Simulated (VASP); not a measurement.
In2BAs3:

```
In B As
1.0
     4.26412    0.00000    0.00000
    -2.13206    3.69284    0.00000
     0.00000    0.00000    8.95641
In B As
2 1 3
Cartesian
  2.1321 1.2309 2.2200
  2.1321 1.2309 6.7364
  0.0000 0.0000 0.0000
  0.0000 0.0000 4.4782
  0.0000 2.4619 0.0000
  0.0000 2.4619 4.4782
```

- Program: VASP 6.6.1
- Task: relaxation of cell and atoms
- Functional: PBE
- Potentials or basis: VASP PAW PBE potentials, release 64 (In_d, B, As)
- Cutoff: 600 eV
- k mesh: 12 × 12 × 4
- Occupations: gaussian, width 0.1 eV
- Spin: no spin polarisation

At the start: pressure 0.0 GPa; volume 23.51 Å³/atom.

Task: How do energy, volume and symmetry change on relaxing?

Result: Over 8 steps the energy falls by 19.1 meV/atom and the volume is 23.26 Å³/atom (-1.0 %); space group P-6m2 (No. 187, to 0.05 Å).

Step by step:
```csv
step,energy change (eV),largest force (eV/Å),pressure (GPa),volume (Å³)
1,0.0000,0.5074,0.01,141.03
2,-0.0242,0.4600,-0.10,141.06
3,-0.0794,0.2899,-0.41,141.13
4,-0.1076,0.0677,-0.63,141.25
5,-0.1107,0.0251,-0.59,141.23
6,-0.1050,0.0556,1.01,136.86
7,-0.1145,0.0056,0.03,139.51
8,-0.1145,0.0039,-0.02,139.56
```

Final structure:
```xyz
6
Lattice="4.2810 0.0000 0.0000 -2.1405 3.7075 0.0000 0.0000 0.0000 8.7931" Properties=species:S:1:pos:R:3 pbc="T T T"
In    2.1405    1.2358    1.9663
In    2.1405    1.2358    6.8268
B     0.0000    0.0000    0.0000
As    0.0000    0.0000    4.3966
As    0.0000    2.4717    0.0000
As    0.0000    2.4717    4.3966
```
